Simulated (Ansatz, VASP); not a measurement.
# Al in VASP and in Ansatz

File INCAR:

```
SYSTEM = Al
PREC = Accurate
ENCUT = 520
EDIFF = 1E-6
ISMEAR = 0
SIGMA = 0.15
LREAL = .FALSE.
LASPH = .TRUE.
NELM = 60
ALGO = Fast
ISIF = 2
LWAVE = .FALSE.
LCHARG = .FALSE.
GGA = CA
NBANDS = 18
```

Contents of KPOINTS:

```
regular mesh
0
G
  19 19 4
  0 0 0
```

The input POSCAR:

```
Al
1.0
    2.0239800000     -2.0239800000      0.0000000000
    2.0239800000      0.0000000000     -2.0239800000
    9.2506205384      9.2506205384      9.2506205384
Al
6
Direct
    0.6666666667      0.6666666667      0.0729167373
    0.0000000000      0.0000000000      0.8022299734
    0.3333333333      0.3333333333      0.2187793845
    0.6666666667      0.6666666667      0.5105046789
    0.0000000000      0.0000000000      0.3646420317
    0.3333333333      0.3333333333      0.6563673261
```

Input for Ansatz:

```yaml
crystal:
  lattice:
    - [2.02398, -2.02398, 0.0]
    - [2.02398, 0.0, -2.02398]
    - [9.2506205384, 9.2506205384, 9.2506205384]
  atoms:
    - { symbol: Al, position: [0.6666666667, 0.6666666667, 0.0729167373] }
    - { symbol: Al, position: [0.0, 0.0, 0.8022299734] }
    - { symbol: Al, position: [0.3333333333, 0.3333333333, 0.2187793845] }
    - { symbol: Al, position: [0.6666666667, 0.6666666667, 0.5105046789] }
    - { symbol: Al, position: [0.0, 0.0, 0.3646420317] }
    - { symbol: Al, position: [0.3333333333, 0.3333333333, 0.6563673261] }
basis:
  ecutwfc: 420
kpoints:
  mp_grid: { grid: [19, 19, 4] }
hamiltonian:
  xc: lda
scf:
  occupations: { method: gaussian, width: 0.15 }
output:
  forces: true
  stress: true
  eigenvalues: true
  write_density: true
  write_potential: true
  elf: true
  volumetric_format: npy
```

Alike in both runs: task single point; functional LDA; k mesh 19 × 19 × 4; occupations gaussian, width 0.15 eV; no spin polarisation.

|  | VASP | Ansatz |
| --- | --- | --- |
| version | VASP 6.6.1 | Ansatz 0.2.0 |
| potentials or method | VASP PAW LDA potentials, release 64 (Al), cutoff 520 eV | scalar-relativistic, plane waves, PAW |
| valence electrons in the cell | 18 | 18 |

Ansatz gave:

```
gap on the k mesh at the Fermi level (eV)                     : none
pressure (GPa)                                                : -4.3
traceless stress, the component that is largest in VASP (GPa) : 0.59
rms of the force components (eV/Å)                            : 0.025
```

Task: Which values does VASP return?

Result: gap on the k mesh at the Fermi level (eV): none; pressure (GPa): -4.2; traceless stress, the component that is largest in VASP (GPa): 0.59; rms of the force components (eV/Å): 0.026.

LDA's correlation is that of Perdew and Zunger in VASP and of Perdew and Wang (1992) in Ansatz. Atom by atom the forces differ by 0.001 eV/Å (rms over components). A gap of «none» marks a metal or a gap that the smearing closes.
